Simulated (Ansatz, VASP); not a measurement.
# One calculation of Al, two programs

Contents of INCAR:

```
SYSTEM = Al
ALGO = Normal
EDIFF = 1E-6
EDIFFG = -0.005
ENCUT = 600
IBRION = 2
ISIF = 3
ISMEAR = 1
LASPH = .TRUE.
LCHARG = .FALSE.
LREAL = .FALSE.
LWAVE = .FALSE.
NELM = 60
NSW = 60
PREC = Accurate
SIGMA = 0.1
```

The input KPOINTS:

```
k-points
0
G
  23 23 23
  0 0 0
```

POSCAR

```
Al
1.0
    0.0000000000      2.0250000000      2.0250000000
    2.0250000000      0.0000000000      2.0250000000
    2.0250000000      2.0250000000      0.0000000000
Al
1
Direct
    0.0000000000      0.0000000000      0.0000000000
```

Input for Ansatz:

```yaml
crystal:
  lattice:
    - [0.0, 2.025, 2.025]
    - [2.025, 0.0, 2.025]
    - [2.025, 2.025, 0.0]
  atoms:
    - { symbol: Al, position: [0.0, 0.0, 0.0] }
kpoints:
  mp_grid: { grid: [23, 23, 23] }
scf:
  occupations: { method: cold, width: 0.1 }
hamiltonian:
  xc: lda
  pseudopotentials: { kind: paw, azcp: { folder: soft_1 } }
output:
  forces: true
  stress: true
  populations: false
relax:
  f_tol: 0.005
  max_steps: 40
  cell: {}
```

Alike in both runs: task relaxation of cell and atoms; functional LDA; k mesh 23 × 23 × 23; no spin polarisation.

|  | VASP | Ansatz |
| --- | --- | --- |
| version | VASP 6.6.1 | Ansatz 0.2.0 |
| potentials or method | VASP PAW LDA potentials, release 64 (Al) | plane-wave PAW, scalar-relativistic |
| plane-wave cutoff (eV) | 600 | 420 |
| occupations | methfessel-paxton of order 1, width 0.1 eV | cold, width 0.1 eV |
| valence electrons in the cell | 3 | 3 |

```csv
,VASP,Ansatz,Ansatz less VASP
relaxed volume (Å³/atom),15.81,15.79,-0.018
relaxed cell length with the largest relative difference (Å),2.817,2.816,-0.0010
```

Ansatz warns that its potentials were made for another functional, while VASP's fit it. LDA's correlation is that of Perdew and Zunger in VASP and of Perdew and Wang (1992) in Ansatz.
